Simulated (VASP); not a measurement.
Runs of VASP 6.6.1 on W2Cl. The structure is that of space group P6/mmm (No. 191), or close to it. The cells are those of the table. The cell was generated, and may not be a known phase.

| task | cell | k mesh | cutoff (eV) | gap on the mesh (eV) | pressure (GPa) | relaxed volume (Å³/atom) |
| --- | --- | --- | --- | --- | --- | --- |
| relaxation of cell and atoms | relaxed from a = 3.879, b = 3.879, c = 4.515 Å, angles 90.0, 90.0, 120.0°, 3 atoms | 6 × 6 × 4 | 600 | none | 0.2 | (b) |
| relaxation of cell and atoms | relaxed from a = 4.650, b = 4.650, c = 2.786 Å, angles 90.0, 90.0, 120.0°, 3 atoms | 12 × 12 × 16 | 600 | none | 0.0 | 17.48 |
| single point | a = 3.879, b = 3.879, c = 4.515 Å, angles 90.0, 90.0, 120.0°, 3 atoms | 6 × 6 × 4 | 520 | none | 29.1 | - |
| single point | a = 4.650, b = 4.650, c = 2.786 Å, angles 90.0, 90.0, 120.0°, 3 atoms | 6 × 6 × 6 | 520 | none | (a) | - |
| single point | a = 4.618, b = 4.618, c = 2.859 Å, angles 90.0, 90.0, 120.0°, 3 atoms | 6 × 6 × 4 | 520 | none | 0.2 | - |
| relaxation of cell and atoms | relaxed from a = 4.618, b = 4.618, c = 2.859 Å, angles 90.0, 90.0, 120.0°, 3 atoms | 6 × 6 × 6 | 600 | none | 0.0 | 17.43 |
| single point | a = 4.651, b = 4.651, c = 2.795 Å, angles 90.0, 90.0, 120.0°, 3 atoms | 12 × 12 × 16 | 520 | none | 0.2 | - |

Alike in all rows: level PBE; potentials or basis VASP PAW PBE potentials, release 64 (W_sv, Cl); no spin polarisation; smearing gaussian 0.1 eV.

**Question.** Fill in the values left out.

**Answer.** (a) 0.3; (b) 17.61.

Caveats: some runs use coarse meshes; spin-orbit coupling is left out, which moves the levels of the heavy elements; an odd number of electrons without spin polarisation forces a metal; a magnetic or distorted state may lie lower; a cell axis changed by over 15 % at a fixed basis, so the end point is rough (at least some runs); the stress differs along the axes, from 5 to 41 GPa (at least some runs).

A k mesh can miss the band edges, and the runs leave out spin-orbit coupling on W.

A gap of «none» marks levels without a gap at the run's occupations.
